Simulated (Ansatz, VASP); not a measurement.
# WS2: VASP beside Ansatz

```xyz
6
Lattice="3.1878 0.0000 0.0000 -1.5939 2.7607 0.0000 0.0000 0.0000 14.7771" Properties=species:S:1:pos:R:3 pbc="T T T"
W     0.0000    1.8405    3.6943
W     1.5939    0.9202   11.0829
S     0.0000    1.8405    9.5118
S     1.5939    0.9202    2.1233
S     0.0000    1.8405   12.6539
S     1.5939    0.9202    5.2653
```

Alike in both runs: functional PBE; k mesh 12 × 12 × 2; occupations gaussian, width 0.02 eV; no spin polarisation.

Ansatz relaxed the structure, and its values are those at the end. VASP's run is a single point on that final structure, the one shown.

```csv
,VASP,Ansatz
version,VASP 6.6.1,Ansatz 0.2.0
potentials or method,"VASP PAW PBE potentials, release 64 (W_sv, S), cutoff 520 eV","scalar-relativistic, plane waves, PAW"
valence electrons in the cell,52,52
```

|  | VASP | Ansatz | Ansatz less VASP |
| --- | --- | --- | --- |
| gap on the k mesh at the Fermi level (eV) | 1.63 | 1.62 | -0.014 |
| least direct gap on the mesh (eV) | 1.80 | 1.79 | -0.003 |
| pressure (GPa) | 0.0 | 0.0 | +0.04 |

Neither program's run includes spin-orbit coupling.
